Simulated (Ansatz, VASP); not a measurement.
## Two plane-wave programs on InP

INCAR

```
ALGO     = Normal         # electronic algorithm
EDIFF    = 1E-7           # SCF threshold, eV
EDIFFG   = -0.01          # ionic threshold
ENCUT    = 600            # plane-wave cutoff, eV
GGA      = PS             # functional
IBRION   = 2              # ionic algorithm
ISIF     = 3              # what is computed and relaxed
ISMEAR   = -1             # smearing method
IVDW     = 13             # dispersion correction
LASPH    = True           # aspherical terms in the spheres
LCHARG   = False          # write CHGCAR
LREAL    = False          # projectors in reciprocal space
LWAVE    = False          # write WAVECAR
NELM     = 60             # most SCF steps
NSW      = 60             # ionic steps
PREC     = Accurate       # precision mode
SIGMA    = 0.05           # smearing width, eV
```

Contents of KPOINTS:

```
k-points
0
Gamma
  8 8 8
```

File POSCAR:

```
InP
1.0
    0.0000000000      2.7688340000      2.7688340000
    2.7688340000      0.0000000000      2.7688340000
    2.7688340000      2.7688340000      0.0000000000
In P
1 1
Direct
    0.0000000000      0.0000000000      0.0000000000
    0.5000000000      0.5000000000      0.5000000000
```

input.yaml

```yaml
crystal:
  lattice:
    - [0.0, 2.768834, 2.768834]
    - [2.768834, 0.0, 2.768834]
    - [2.768834, 2.768834, 0.0]
  atoms:
    - { symbol: In, position: [0.0, 0.0, 0.0] }
    - { symbol: P, position: [0.5, 0.5, 0.5] }
hamiltonian:
  xc: pbesol
  pseudopotentials: { kind: paw }
  dispersion: d4
kpoints:
  mp_grid: { grid: [8, 8, 8] }
scf:
  occupations: { method: fermi_dirac, width: 0.05 }
output:
  forces: true
  stress: true
  eigenvalues: true
  write_density: true
  write_potential: true
  elf: true
  volumetric_format: npy
relax:
  f_tol: 0.01
  max_steps: 40
  cell: { stress_tol: 0.05 }
```

Alike in both runs: task relaxation of cell and atoms; functional PBEsol; dispersion D4; k mesh 8 × 8 × 8; occupations fermi-dirac, width 0.05 eV; no spin polarisation.

|  | VASP | Ansatz |
| --- | --- | --- |
| version | VASP 6.6.1 | Ansatz 0.2.0 |
| potentials or method | VASP PAW PBE potentials, release 64 (In_d, P) | Ansatz PAW |
| plane-wave cutoff (eV) | 600 | 420 |
| valence electrons in the cell | 18 | 18 |

Ansatz gave:

- gap on the k mesh at the Fermi level, each at its own relaxed structure (eV): none
- relaxed volume (Å³/atom): 19.88
- relaxed cell length with the largest relative difference (Å): 3.831

Problem. Estimate VASP's values.

Solution. gap on the k mesh at the Fermi level, each at its own relaxed structure (eV): none; relaxed volume (Å³/atom): 19.91; relaxed cell length with the largest relative difference (Å): 3.833.

VASP's potentials were made for PBE, not for PBEsol. A gap of «none» marks a metal or a gap that the smearing closes.

Noted on Ansatz's run: the plane-wave basis is chosen anew once the cell has moved, so the energies of steps on either side of that aren't comparable.
